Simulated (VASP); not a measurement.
# BaS in VASP: notebook

Runs on BaS. Level: PBE. Tasks: single point.

Everything below comes from runs of VASP 6.6.1. Logs are shortened: lines on timing, memory, paths and dates and some standing lists are left out, and cuts for length are marked.

### Step 1. The cell of the first run

The typed cell holds 2 atoms: a = 4.517 Å, b = 4.517 Å, c = 4.517 Å, α = 60.00°, β = 60.00°, γ = 60.00°.

### Step 2. Single point, PBE

File INCAR:

```
SYSTEM = BaS
  PREC = Accurate
  ENCUT = 520
  EDIFF = 1E-7
  ISMEAR = 0
  SIGMA = 0.01
  LREAL = .False.
  LASPH = .True.
  NELM = 80
  ALGO = Normal
  ISIF = 2
  LWAVE = .False.
  LCHARG = .False.
  GGA = PE
  NBANDS = 15
```

File KPOINTS:

```
Automatic mesh
0
Gamma
  4 4 4
  0 0 0
```

File POSCAR:

```
BaS
1.0
    0.0000000000      3.1937500000      3.1937500000
    3.1937500000      0.0000000000      3.1937500000
    3.1937500000      3.1937500000      0.0000000000
Ba S
1 1
Direct
    0.9824600000      0.0176200000      0.0263800000
    0.4703200000      0.4911500000      0.5464300000
```

Potentials or basis: VASP PAW PBE potentials, release 64 (Ba_sv, S).

Command:

```console
$ cat potpaw_PBE.64/Ba_sv/POTCAR potpaw_PBE.64/S/POTCAR > POTCAR
$ mpirun -np 1 vasp_std > vasp.out
```

OUTCAR:

```text
SYSTEM = BaS
   PREC = Accurate
   ENCUT = 520
   EDIFF = 1E-7
   ISMEAR = 0
   LREAL = .False.
   LASPH = .True.
   NELM = 80
   ISIF = 2
   GGA = PE

 ion  position               nearest neighbor table
   1  0.982  0.018  0.026-   2 3.07   2 3.17   2 3.18   2 3.22   2 3.22   2 3.32
   2  0.470  0.491  0.546-   1 3.07   1 3.17   1 3.18   1 3.22   1 3.22   1 3.32

  LATTYP: Found a face centered cubic cell.
 ALAT       =     6.3875000000

  Lattice vectors:

 A1 = (   0.0000000000,   3.1937500000,   3.1937500000)
 A2 = (   3.1937500000,   0.0000000000,   3.1937500000)
 A3 = (   3.1937500000,   3.1937500000,   0.0000000000)

Analysis of symmetry for initial positions (statically):
=====================================================================
 Subroutine PRICEL returns:
 Original cell was already a primitive cell.

 Routine SETGRP: Setting up the symmetry group for a
 face centered cubic supercell.

 Subroutine GETGRP returns: Found  1 space group operations
 (whereof  1 operations were pure point group operations)
 out of a pool of 48 trial point group operations.

The static configuration has the point symmetry C_1 .

Analysis of symmetry for dynamics (positions and initial velocities):
=====================================================================
 Subroutine PRICEL returns:
 Original cell was already a primitive cell.

 Routine SETGRP: Setting up the symmetry group for a
 face centered cubic supercell.

 Subroutine GETGRP returns: Found  1 space group operations
 (whereof  1 operations were pure point group operations)
 out of a pool of 48 trial point group operations.

The dynamic configuration has the point symmetry C_1 .

 Subroutine INISYM returns: Found  1 space group operations
 (whereof  1 operations are pure point group operations),
 and found     1 'primitive' translations

----------------------------------------------------------------------------------------

                                     Primitive cell

  volume of cell :      65.1527

  direct lattice vectors                    reciprocal lattice vectors
     0.000000000  3.193750000  3.193750000    -0.156555773  0.156555773  0.156555773
     3.193750000  0.000000000  3.193750000     0.156555773 -0.156555773  0.156555773
     3.193750000  3.193750000  0.000000000     0.156555773  0.156555773 -0.156555773

  length of vectors
     4.516644565  4.516644565  4.516644565     0.271162553  0.271162553  0.271162553

  position of ions in fractional coordinates (direct lattice)
     0.982460000  0.017620000  0.026380000
     0.470320000  0.491150000  0.546430000

  ion indices of the primitive-cell ions
   primitive index   ion index
                 1           1
                 2           2

----------------------------------------------------------------------------------------

 KPOINTS: Automatic mesh

Automatic generation of k-mesh.
 Grid dimensions read from file:
 generate k-points for:    4    4    4

 Generating k-lattice:

  Cartesian coordinates                     Fractional coordinates (reciprocal lattice)
    -0.039138943  0.039138943  0.039138943     0.250000000  0.000000000  0.000000000
     0.039138943 -0.039138943  0.039138943     0.000000000  0.250000000  0.000000000
     0.039138943  0.039138943 -0.039138943     0.000000000  0.000000000  0.250000000

  Length of vectors
     0.067790638  0.067790638  0.067790638

  Shift w.r.t. Gamma in fractional coordinates (k-lattice)
     0.000000000  0.000000000  0.000000000

 Subroutine IBZKPT returns following result:
 ===========================================

 Found     36 irreducible k-points:

 Following reciprocal coordinates:
            Coordinates               Weight
  0.000000  0.000000  0.000000      1.000000
  0.250000  0.000000  0.000000      2.000000
  0.000000  0.250000  0.000000      2.000000
  0.000000  0.000000  0.250000      2.000000
  0.250000  0.250000  0.250000      2.000000
  0.500000  0.000000  0.000000      1.000000
[... 16 lines left out ...]
  0.250000  0.500000  0.500000      2.000000
  0.500000  0.000000  0.250000      2.000000
 [... further k-points ...]
   k-points           NKPTS =     36   k-points in BZ     NKDIM =     36   number of bands    NBANDS=     15
   number of dos      NEDOS =    301   number of ions     NIONS =      2
   total plane-waves  NPLWV =  46656
   dimension x,y,z NGX =    36 NGY =   36 NGZ =   36
   dimension x,y,z NGXF=    72 NGYF=   72 NGZF=   72
   ions per type =               1   1
   NGX,Y,Z   is equivalent  to a cutoff of  13.25, 13.25, 13.25 a.u.
   NGXF,Y,Z  is equivalent  to a cutoff of  26.50, 26.50, 26.50 a.u.
 SYSTEM =  BaS
   PREC   = accura    normal or accurate (medium, high low for compatibility)
   ISTART =      0    job   : 0-new  1-cont  2-samecut
   ICHARG =      2    charge: 1-file 2-atom 10-const
   ISPIN  =      1    spin polarized calculation?
   LNONCOLLINEAR =      F non collinear calculations
   LSORBIT =      F    spin-orbit coupling
   LASPH  =      T    aspherical Exc in radial PAW
   ENCUT  =  520.0 eV  38.22 Ry    6.18 a.u.   8.40  8.40  8.40*2*pi/ulx,y,z
   NELM   =     80;   NELMIN=  2; NELMDL= -5     # of ELM steps
   EDIFF  = 0.1E-06   stopping-criterion for ELM
   LREAL  =      F    real-space projection
   EDIFFG = 0.1E-05   stopping-criterion for IOM
   NSW    =      0    number of steps for IOM
   IBRION =     -1    ionic relax: 0-MD 1-quasi-New 2-CG
   NFREE  =      0    steps in history (QN), initial steepest desc. (CG)
   ISIF   =      2    stress and relaxation
   ISYM   =      2    0-nonsym 1-usesym 2-fastsym
   POTIM  = 0.5000    time-step for ionic-motion
   TEBEG  =    0.0;   TEEND  =   0.0 temperature during run
   PSTRESS=    0.0 pullay stress
   NELECT =      16.0000    total number of electrons
   NUPDOWN=      -1.0000    fix difference up-down
   EMIN   =  10.00;   EMAX   =-10.00  energy-range for DOS
   EFERMI =   0.00;   METHOD = LEGACY
   ISMEAR =     0;   SIGMA  =   0.01  broadening in eV -4-tet -1-fermi 0-gaus
   EFERMI_NEDOS =   21; number of points for ismear=-14 and -15
   IALGO  =     38    algorithm
   IMIX   =      4    mixing-type and parameters
     AMIX     =   0.40;   BMIX     =  1.00
     AMIX_MAG =   1.60;   BMIX_MAG =  1.00
  volume/ion in A,a.u.               =      32.58       219.84
  Fermi-wavevector in a.u.,A,eV,Ry     =   1.025189  1.937326 14.299891  1.051012
  Thomas-Fermi vector in A             =   2.159016
   LORBIT       =      0    0 simple, 1 ext, 2 COOP (PROOUT), +10 PAW based schemes
   GGA     = PE    functional components
   LHFCALC =     F    Hartree Fock is set to
   AEXX    =    0.0000 exact exchange contribution
   IVDW    =     0    specifies the selected vdW correction
   LEPSILON=     F    determine dielectric tensor
   LRPA    =     F    only Hartree local field effects (RPA)
 non-spin polarized calculation
 Gauss-broadening in eV      SIGMA  =   0.01
  energy-cutoff  :      520.00
  volume of cell :       65.15
 maximum number of plane-waves:      1807
 NGX is ok and might be reduce to    36
   NGX = 17   NGY = 17   NGZ = 17

 number of electron      16.0000000 magnetization

 Free energy of the ion-electron system (eV)
  ---------------------------------------------------
  ext. energy  EPLUGINS =         0.00000000
  ---------------------------------------------------
  free energy    TOTEN  =       -10.16282600 eV

  energy without entropy =      -10.16282600  energy(sigma->0) =      -10.16282600

 E-fermi :   1.5632     XC(G=0):  -8.6217

 val. band max:        1.4333736410   @ k =   0.0000   0.0000   0.0000
 cond. band min:       3.5682528281   @ k =   0.5000   0.5000   0.0000
 fundamental gap:      2.1348791871
 Fermi energy:         1.5631612524

 k-point     1 :       0.0000    0.0000    0.0000
  band No.  band energies     occupation
      1     -24.6169      2.00000
      2      -9.7029      2.00000
      3      -9.6733      2.00000
      4      -9.6730      2.00000
      5      -8.8795      2.00000
      6       1.4279      2.00000
      7       1.4285      2.00000
      8       1.4334      2.00000
      9       5.0493      0.00000
     10       5.3283      0.00000
     11       5.3588      0.00000
     12       5.3671      0.00000
     13       6.2571      0.00000
     14       6.3100      0.00000
     15      10.1643      0.00000

 k-point     2 :       0.2500    0.0000    0.0000
  band No.  band energies     occupation
      1     -24.5945      2.00000
      2     -10.4165      2.00000
      3      -9.6988      2.00000
      4      -9.6930      2.00000
      5      -8.1133      2.00000
      6       0.2914      2.00000
      7       0.8243      2.00000
      8       0.8469      2.00000
      9       5.5279      0.00000
     10       6.1907      0.00000
     11       6.1970      0.00000
     12       6.8344      0.00000
     13       7.8777      0.00000
     14       7.9338      0.00000
     15      12.0275      0.00000

 k-point     3 :       0.0000    0.2500    0.0000
  band No.  band energies     occupation
      1     -24.5945      2.00000
      2     -10.4128      2.00000
      3      -9.6976      2.00000
      4      -9.6927      2.00000
      5      -8.1189      2.00000
      6       0.2957      2.00000
      7       0.8192      2.00000
      8       0.8310      2.00000
      9       5.5500      0.00000
     10       6.2011      0.00000
     11       6.2060      0.00000
     12       6.8491      0.00000
     13       7.8665      0.00000
     14       7.9070      0.00000
     15      12.0120      0.00000

 k-point     4 :       0.0000    0.0000    0.2500
  band No.  band energies     occupation
      1     -24.5945      2.00000
      2     -10.4148      2.00000
      3      -9.6982      2.00000
      4      -9.6929      2.00000
      5      -8.1159      2.00000
      6       0.2933      2.00000
      7       0.8221      2.00000
      8       0.8395      2.00000
      9       5.5381      0.00000
     10       6.1941      0.00000
     11       6.2024      0.00000
     12       6.8412      0.00000
     13       7.8738      0.00000
     14       7.9203      0.00000
     15      12.0203      0.00000
[... 307 lines left out ...]
 k-point    22 :      -0.2500    0.2500   -0.2500
  band No.  band energies     occupation
      1     -24.5654      2.00000
      2     -10.5035      2.00000
      3      -9.8927      2.00000
      4      -9.7935      2.00000
      5      -8.1324      2.00000
      6       0.2565      2.00000
      7       0.6830      2.00000
      8       0.8264      2.00000
      9       4.9059      0.00000
     10       7.4424      0.00000
     11       8.1907      0.00000
     12       8.3213      0.00000
     13       8.5950      0.00000
     14       9.9236      0.00000
     15      10.2087      0.00000

 k-point    23 :       0.2500    0.5000    0.5000
  band No.  band energies     occupation
      1     -24.5654      2.00000
      2     -10.5057      2.00000
      3      -9.8924      2.00000
      4      -9.7947      2.00000
      5      -8.1292      2.00000
      6       0.2585      2.00000
      7       0.6728      2.00000
      8       0.8458      2.00000
      9       4.8869      0.00000
     10       7.4365      0.00000
     11       8.1893      0.00000
     12       8.3365      0.00000
     13       8.5932      0.00000
     14       9.9222      0.00000
     15      10.1964      0.00000

 k-point    24 :       0.5000    0.0000    0.2500
  band No.  band energies     occupation
      1     -24.5654      2.00000
      2     -10.5079      2.00000
      3      -9.8915      2.00000
      4      -9.7947      2.00000
      5      -8.1279      2.00000
      6       0.2599      2.00000
      7       0.6764      2.00000
      8       0.8456      2.00000
      9       4.8898      0.00000
     10       7.4246      0.00000
     11       8.1790      0.00000
     12       8.3230      0.00000
     13       8.5928      0.00000
     14       9.9223      0.00000
     15      10.2263      0.00000

 [... further k-points ...]

------------------------ aborting loop because EDIFF is reached ----------------------------------------

  FORCE on cell =-STRESS in cart. coord.  units (eV):
  Direction    XX          YY          ZZ          XY          YZ          ZX
  --------------------------------------------------------------------------------------
  -------------------------------------------------------------------------------------
  Total        0.5666455      0.5708109      0.8493221      0.0017707      0.0111040     -0.0090210
  in kB       13.9344333     14.0368642     20.8857585      0.0435440      0.2730607     -0.2218358
  external PRESSURE =      16.2856853 kB  Pullay stress =       0.0000000 kB

 VOLUME and BASIS-vectors are now :
 -----------------------------------------------------------------------------
  energy-cutoff  :      520.00
  volume of cell :       65.15
      direct lattice vectors                 reciprocal lattice vectors
     0.000000000  3.193750000  3.193750000    -0.156555773  0.156555773  0.156555773
     3.193750000  0.000000000  3.193750000     0.156555773 -0.156555773  0.156555773
     3.193750000  3.193750000  0.000000000     0.156555773  0.156555773 -0.156555773

 POSITION                                       TOTAL-FORCE (eV/Angst)
 -----------------------------------------------------------------------------------
      0.14053      3.22198      3.19401        -0.040563      0.050074     -0.266019
      3.31377      3.24725      3.07069         0.040563     -0.050074      0.266019
 -----------------------------------------------------------------------------------
    total drift:                               -0.000031      0.000070     -0.000079

  FREE ENERGIE OF THE ION-ELECTRON SYSTEM (eV)
  ---------------------------------------------------
  free  energy   TOTEN  =       -10.1628260025 eV

  energy  without entropy=      -10.1628260025  energy(sigma->0) =      -10.16282600
```

Run time: 20 s. Hardware: 1 thread of AMD EPYC 9R45 (Zen 5), shared host; peak memory 0.19 GiB.

What came out:

| Item | Value |
| --- | --- |
| Free energy | -10.1628 eV |
| Pressure | 1.6 GPa |
| Largest force | 0.274 eV/Å |
| Band gap on the k mesh | 2.13 eV, indirect (least direct gap 2.25 eV) |

Forces on the atoms (eV/Å):
```
Ba  -0.041  0.050 -0.266
S    0.041 -0.050  0.266
```

Stress tensor (GPa, compression positive):
```
 1.39  0.00 -0.02
 0.00  1.40  0.03
-0.02  0.03  2.09
```

Levels at points of the mesh, in eV from the valence-band top:
| k point | band 6 | band 7 | band 8 | band 9 | band 10 | band 11 |
| --- | --- | --- | --- | --- | --- | --- |
| (0.00, 0.00, 0.00) | -0.01 | 0.00 | 0.00 | 3.62 | 3.89 | 3.93 |
| (0.50, 0.00, 0.00) | -1.91 | -1.06 | -1.05 | 5.52 | 5.68 | 6.32 |
| (0.00, 0.50, 0.00) | -1.91 | -1.07 | -1.06 | 5.48 | 5.78 | 6.33 |
| (0.00, 0.00, 0.50) | -1.91 | -1.06 | -1.05 | 5.50 | 5.73 | 6.32 |
| (0.50, 0.50, 0.50) | -1.91 | -1.06 | -1.05 | 5.50 | 5.72 | 6.32 |
| (0.50, 0.50, 0.00) | -0.48 | -0.12 | -0.12 | 2.13 | 5.97 | 6.04 |
| (0.00, 0.50, 0.50) | -0.50 | -0.17 | -0.11 | 2.20 | 5.97 | 6.02 |
| (0.50, 0.00, 0.50) | -0.50 | -0.17 | -0.11 | 2.20 | 5.97 | 6.02 |

Caveat: the k points lie up to 0.43 Å⁻¹ apart; spin-orbit coupling is left out, which moves the levels of the heavy elements.

(Part 1 of 2 ends here.)
